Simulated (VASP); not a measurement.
# Ag (R-3m) in VASP: a series of runs

The runs below take Ag through single point, relaxation of shape and atoms at fixed volume, with PBEsol.

Program: VASP 6.6.1. These are calculated values, not measurements. Logs are shortened: lines on timing, memory, paths and dates and some standing lists are left out, and cuts for length are marked.

### Step 1. The cell of the first run

The structure is trigonal, space group R-3m (No. 166). The conventional cell has a = 2.869 Å, b = 2.869 Å, c = 21.059 Å, α = 90.00°, β = 90.00°, γ = 120.00°. Within 3.8 Å of Ag (site symmetry -3m) lie 12 Ag at 2.87 Å. Ag (site symmetry 3m) has 12 Ag at 2.87 Å within 3.8 Å.

### Step 2. Single point, PBEsol

INCAR reads:

```
SYSTEM = Ag
PREC     = Accurate       ! precision mode
ENCUT    = 520            ! plane-wave cutoff, eV
EDIFF    = 1E-7           ! SCF threshold, eV
ISMEAR   = 0              ! smearing method
SIGMA    = 0.1            ! smearing width, eV
LREAL    = .False.        ! projectors in reciprocal space
LASPH    = .True.         ! aspherical terms in the spheres
NELM     = 100            ! most SCF steps
ALGO     = Normal         ! electronic algorithm
ISIF     = 2              ! what is computed and relaxed
LWAVE    = .False.        ! write WAVECAR
LCHARG   = .False.        ! write CHGCAR
GGA      = PS             ! functional
NBANDS   = 24             ! bands
ISYM     = 0
```

KPOINTS reads:

```
regular mesh
0
Gamma
  12 12 5
  0 0 0
```

POSCAR reads:

```
Ag
1.0
    2.8687411794      0.0000000000      0.0000000000
   -1.4343705897      2.4844027382      0.0000000000
    1.4343705897      0.8281342461      7.0196725473
Ag
3
Direct
    0.0000000000      0.0000000000      0.0000000000
    0.4446257610      0.2223128805      0.3330613585
    0.5553742390      0.7776871195      0.6669386415
```

Potentials or basis: VASP PAW PBE potentials, release 64 (Ag).

Started as:

```console
> cat potpaw_PBE.64/Ag/POTCAR > POTCAR
> mpirun -np 1 vasp_std > vasp.out
```

OUTCAR:

```text
SYSTEM = Ag
   PREC = Accurate
   ENCUT = 520
   EDIFF = 1E-7
   ISMEAR = 0
   LREAL = .False.
   LASPH = .True.
   NELM = 100
   ISIF = 2
   GGA = PS
   ISYM = 0

 ion  position               nearest neighbor table
   1  0.000  0.000  0.000-   3 2.87   2 2.87   3 2.87   2 2.87   2 2.87   3 2.87
   2  0.445  0.222  0.333-   1 2.87   1 2.87   1 2.87   3 2.87   3 2.87   3 2.87
   3  0.555  0.778  0.667-   1 2.87   1 2.87   1 2.87   2 2.87   2 2.87   2 2.87

IMPORTANT INFORMATION: All symmetrisations will be switched off!
NOSYMM: (Re-)initialisation of all symmetry stuff for point group C_1.

----------------------------------------------------------------------------------------

                                     Primitive cell

  volume of cell :      50.0300

  direct lattice vectors                    reciprocal lattice vectors
     2.868741179  0.000000000  0.000000000     0.348584950  0.201255615 -0.094971192
    -1.434370590  2.484402738  0.000000000     0.000000000  0.402511229 -0.047485596
     1.434370590  0.828134246  7.019672547     0.000000000  0.000000000  0.142456787

  length of vectors
     2.868741179  2.868741179  7.212421784     0.413563558  0.405302568  0.142456787

  position of ions in fractional coordinates (direct lattice)
     0.000000000  0.000000000  0.000000000
     0.444625761  0.222312880  0.333061358
     0.555374239  0.777687120  0.666938642

  ion indices of the primitive-cell ions
   primitive index   ion index
                 1           1
                 2           2
                 3           3

----------------------------------------------------------------------------------------

 KPOINTS: regular mesh

Automatic generation of k-mesh.
 Grid dimensions read from file:
 generate k-points for:   12   12    5

 Generating k-lattice:

  Cartesian coordinates                     Fractional coordinates (reciprocal lattice)
     0.029048746  0.016771301 -0.007914266     0.083333333  0.000000000  0.000000000
     0.000000000  0.033542602 -0.003957133     0.000000000  0.083333333  0.000000000
     0.000000000  0.000000000  0.028491357     0.000000000  0.000000000  0.200000000

  Length of vectors
     0.034463630  0.033775214  0.028491357

  Shift w.r.t. Gamma in fractional coordinates (k-lattice)
     0.000000000  0.000000000  0.000000000

 -----------------------------------------------------------------------------
|                                                                             |
|           W    W    AA    RRRRR   N    N  II  N    N   GGGG   !!!           |
|           W    W   A  A   R    R  NN   N  II  NN   N  G    G  !!!           |
|           W    W  A    A  R    R  N N  N  II  N N  N  G       !!!           |
|           W WW W  AAAAAA  RRRRR   N  N N  II  N  N N  G  GGG   !            |
|           WW  WW  A    A  R   R   N   NN  II  N   NN  G    G                |
|           W    W  A    A  R    R  N    N  II  N    N   GGGG   !!!           |
|                                                                             |
|     Your reciprocal lattice and k-lattice belong to different lattice       |
|     classes:                                                                |
|                                                                             |
|        The reciprocal lattice is rhombohedral (trigonal),                   |
|        whereas your k-lattice is base-centered monoclinic.                  |
|                                                                             |
|     Results are often still useful ...                                      |
|                                                                             |
 -----------------------------------------------------------------------------

 WARNING: IBZKPT: internal override: KBLOWUP is changed to .FALSE.
      ... skipping the blow-up phase ...

 Subroutine IBZKPT returns following result:
 ===========================================

 Found    362 irreducible k-points:

 Following reciprocal coordinates:
            Coordinates               Weight
  0.000000  0.000000  0.000000      1.000000
  0.083333 -0.000000 -0.000000      2.000000
  0.166667 -0.000000 -0.000000      2.000000
  0.250000  0.000000  0.000000      2.000000
  0.333333 -0.000000  0.000000      2.000000
  0.416667  0.000000  0.000000      2.000000
[... 16 lines left out ...]
  0.250000  0.166667  0.000000      2.000000
  0.333333  0.166667  0.000000      2.000000
 [... further k-points ...]
   k-points           NKPTS =    362   k-points in BZ     NKDIM =    362   number of bands    NBANDS=     24
   number of dos      NEDOS =    301   number of ions     NIONS =      3
   total plane-waves  NPLWV =  31104
   dimension x,y,z NGX =    24 NGY =   24 NGZ =   54
   dimension x,y,z NGXF=    48 NGYF=   48 NGZF=  108
   ions per type =               3
   NGX,Y,Z   is equivalent  to a cutoff of  13.91, 13.91, 12.45 a.u.
   NGXF,Y,Z  is equivalent  to a cutoff of  27.82, 27.82, 24.89 a.u.
 SYSTEM =  Ag
   PREC   = accura    normal or accurate (medium, high low for compatibility)
   ISTART =      0    job   : 0-new  1-cont  2-samecut
   ICHARG =      2    charge: 1-file 2-atom 10-const
   ISPIN  =      1    spin polarized calculation?
   LNONCOLLINEAR =      F non collinear calculations
   LSORBIT =      F    spin-orbit coupling
   LASPH  =      T    aspherical Exc in radial PAW
   ENCUT  =  520.0 eV  38.22 Ry    6.18 a.u.   5.33  5.33 13.41*2*pi/ulx,y,z
   NELM   =    100;   NELMIN=  2; NELMDL= -5     # of ELM steps
   EDIFF  = 0.1E-06   stopping-criterion for ELM
   LREAL  =      F    real-space projection
   EDIFFG = 0.1E-05   stopping-criterion for IOM
   NSW    =      0    number of steps for IOM
   IBRION =     -1    ionic relax: 0-MD 1-quasi-New 2-CG
   NFREE  =      0    steps in history (QN), initial steepest desc. (CG)
   ISIF   =      2    stress and relaxation
   ISYM   =      0    0-nonsym 1-usesym 2-fastsym
   POTIM  = 0.5000    time-step for ionic-motion
   TEBEG  =    0.0;   TEEND  =   0.0 temperature during run
   PSTRESS=    0.0 pullay stress
   NELECT =      33.0000    total number of electrons
   NUPDOWN=      -1.0000    fix difference up-down
   EMIN   =  10.00;   EMAX   =-10.00  energy-range for DOS
   EFERMI =   0.00;   METHOD = LEGACY
   ISMEAR =     0;   SIGMA  =   0.10  broadening in eV -4-tet -1-fermi 0-gaus
   EFERMI_NEDOS =   21; number of points for ismear=-14 and -15
   IALGO  =     38    algorithm
   IMIX   =      4    mixing-type and parameters
     AMIX     =   0.40;   BMIX     =  1.00
     AMIX_MAG =   1.60;   BMIX_MAG =  1.00
  volume/ion in A,a.u.               =      16.68       112.54
  Fermi-wavevector in a.u.,A,eV,Ry     =   1.425070  2.692991 27.631029  2.030823
  Thomas-Fermi vector in A             =   2.545493
   LORBIT       =      0    0 simple, 1 ext, 2 COOP (PROOUT), +10 PAW based schemes
   GGA     = PS    functional components
   LHFCALC =     F    Hartree Fock is set to
   AEXX    =    0.0000 exact exchange contribution
   IVDW    =     0    specifies the selected vdW correction
   LEPSILON=     F    determine dielectric tensor
   LRPA    =     F    only Hartree local field effects (RPA)
 non-spin polarized calculation
 Gauss-broadening in eV      SIGMA  =   0.10
  energy-cutoff  :      520.00
  volume of cell :       50.03
 maximum number of plane-waves:      1376
 NGX is ok and might be reduce to    24
   NGX = 11   NGY = 11   NGZ = 27

 number of electron      33.0000008 magnetization

 Free energy of the ion-electron system (eV)
  ---------------------------------------------------
  ext. energy  EPLUGINS =         0.00000000
  ---------------------------------------------------
  free energy    TOTEN  =        -9.90178158 eV

  energy without entropy =       -9.89602364  energy(sigma->0) =       -9.89890261

 E-fermi :   8.4534     XC(G=0): -12.5437

 val. band max:        8.4456105793   @ k =   0.4167   0.5000   0.4000
 cond. band min:       8.4559002887   @ k =   0.5000   0.2500   0.2000
 fundamental gap:      0.0102897094
 Fermi energy:         8.4534149720

 k-point     1 :       0.0000    0.0000    0.0000
  band No.  band energies     occupation
      1       0.5471      2.00000
      2       2.1222      2.00000
      3       2.1361      2.00000
      4       3.6766      2.00000
      5       3.6777      2.00000
      6       3.6934      2.00000
[... 16 lines left out ...]
     23      25.6636      0.00000
     24      27.0690      0.00000

 k-point     2 :       0.0833   -0.0000   -0.0000
  band No.  band energies     occupation
      1       0.7534      2.00000
      2       2.2519      2.00000
      3       2.2839      2.00000
      4       3.5909      2.00000
      5       3.6253      2.00000
      6       3.7641      2.00000
[... 16 lines left out ...]
     23      25.3906      0.00000
     24      25.8196      0.00000

 k-point     3 :       0.1667   -0.0000   -0.0000
  band No.  band energies     occupation
      1       1.3270      2.00000
      2       2.5097      2.00000
      3       2.6829      2.00000
      4       3.3483      2.00000
      5       3.4278      2.00000
      6       3.5753      2.00000
[... 16 lines left out ...]
     23      24.0407      0.00000
     24      25.0769      0.00000
[... 514 lines left out ...]
 k-point    23 :       0.2500    0.1667    0.0000
  band No.  band energies     occupation
      1       2.5296      2.00000
      2       2.6838      2.00000
      3       2.7456      2.00000
      4       2.8964      2.00000
      5       3.2701      2.00000
      6       3.4974      2.00000
[... 16 lines left out ...]
     23      20.1018      0.00000
     24      21.1626      0.00000

 k-point    24 :       0.3333    0.1667    0.0000
  band No.  band energies     occupation
      1       2.3466      2.00000
      2       2.5318      2.00000
      3       2.6564      2.00000
      4       2.8526      2.00000
      5       3.3182      2.00000
      6       3.4449      2.00000
[... 16 lines left out ...]
     23      19.1826      0.00000
     24      19.7920      0.00000

 [... further k-points ...]

------------------------ aborting loop because EDIFF is reached ----------------------------------------

  FORCE on cell =-STRESS in cart. coord.  units (eV):
  Direction    XX          YY          ZZ          XY          YZ          ZX
  --------------------------------------------------------------------------------------
  -------------------------------------------------------------------------------------
  Total        0.0391991      0.0640157     -0.1429231     -0.0215083     -0.0590777     -0.1023258
  in kB        1.2553252      2.0500618     -4.5770184     -0.6887893     -1.8919260     -3.2769173
  external PRESSURE =      -0.4238771 kB  Pullay stress =       0.0000000 kB

 VOLUME and BASIS-vectors are now :
 -----------------------------------------------------------------------------
  energy-cutoff  :      520.00
  volume of cell :       50.03
      direct lattice vectors                 reciprocal lattice vectors
     2.868741179  0.000000000  0.000000000     0.348584950  0.201255615 -0.094971192
    -1.434370590  2.484402738  0.000000000     0.000000000  0.402511229 -0.047485596
     1.434370590  0.828134246  7.019672547     0.000000000  0.000000000  0.142456787

 POSITION                                       TOTAL-FORCE (eV/Angst)
 -----------------------------------------------------------------------------------
      0.00000      0.00000      0.00000        -0.000000     -0.000000      0.000000
      1.43437      0.82813      2.33798         0.001594      0.000920      0.005309
      1.43437      2.48440      4.68169        -0.001594     -0.000920     -0.005309
 -----------------------------------------------------------------------------------
    total drift:                                0.000000     -0.000000      0.000000

  FREE ENERGIE OF THE ION-ELECTRON SYSTEM (eV)
  ---------------------------------------------------
  free  energy   TOTEN  =        -9.9017815789 eV

  energy  without entropy=       -9.8960236358  energy(sigma->0) =       -9.89890261
```

It took 2.3 min on 1 thread of Intel Xeon 6975P-C (Granite Rapids), shared host; peak memory 0.43 GiB.

What came out:

```
Free energy            : -9.9018 eV
Pressure               : 0.0 GPa
Largest force          : 0.006 eV/Å
Band gap on the k mesh : zero (an odd number of electrons rules out a gap without spin polarisation)
```

Forces on the atoms (eV/Å):
```
Ag   0.000  0.000  0.000
Ag   0.002  0.001  0.005
Ag  -0.002 -0.001 -0.005
```

Caveat: the PAW data sets were made with another functional, which shifts forces and pressure a little.

### Step 3. Relaxation of shape and atoms at fixed volume, PBEsol (16.18 Å³/atom)

This run uses another cell than the first one, of 16.18 Å³/atom.

INCAR reads:

```
SYSTEM = Ag
PREC = Accurate ; ENCUT = 600
EDIFF = 1E-6 ; ISMEAR = 0
SIGMA = 0.1 ; LREAL = .False.
LASPH = .True. ; NELM = 60
ALGO = Fast ; ISIF = 4
LWAVE = .False. ; LCHARG = .False.
GGA = PS ; IBRION = 2
NSW = 50 ; EDIFFG = -0.01
```

KPOINTS reads:

```
Automatic mesh
0
Gamma
  18 18 18
  0 0 0
```

POSCAR reads:

```
Ag
1.0
    1.4198810074      0.8197686818      6.9487619171
   -1.4198810074      0.8197686818      6.9487619171
    0.0000000000     -1.6395373636      6.9487619171
Ag
3
Direct
    0.0000000000      0.0000000000      0.0000000000
    0.7776871195      0.7776871195      0.7776871195
    0.2223128805      0.2223128805      0.2223128805
```

Potentials or basis: VASP PAW PBE potentials, release 64 (Ag).

Started as:

```console
> cat potpaw_PBE.64/Ag/POTCAR > POTCAR
> mpirun -np 1 vasp_std > vasp.out
```

Wall time 1.7 h (1 thread of Oxide Virtual Turin-like, shared host); peak memory 0.87 GiB.

It converged, with:

| Property | Result |
| --- | --- |
| Free energy | -9.9036 eV |
| Pressure after relaxing | 3.7 GPa |
| Band gap on the k mesh | zero (an odd number of electrons rules out a gap without spin polarisation) |

Final structure:
```xyz
3
Lattice="1.4199 0.8198 6.9488 -1.4199 0.8198 6.9488 0.0000 -1.6395 6.9488" Properties=species:S:1:pos:R:3 pbc="T T T"
Ag    0.0000    0.0000    0.0000
Ag    0.0000    0.0000   16.2119
Ag    0.0000    0.0000    4.6344
```

Levels at points of the mesh, in eV from the Fermi level:
```csv
k point,band 13,band 14,band 15,band 16,band 17,band 18,band 19,band 20
"(0.00, 0.00, 0.00)",-3.50,-3.49,-3.31,-3.31,-3.18,-3.18,8.33,8.37
"(0.50, 0.00, 0.00)",-2.80,-2.79,-2.79,-0.16,1.18,1.39,5.27,5.39
"(0.50, 0.50, 0.00)",-2.81,-2.79,-2.75,0.09,0.54,1.66,4.44,6.26
"(0.50, 0.50, 0.50)",-3.83,-3.67,-3.67,-3.00,-3.00,-0.56,3.93,14.41
```

Caveat: the PAW data sets were made with another functional, which shifts forces and pressure a little.
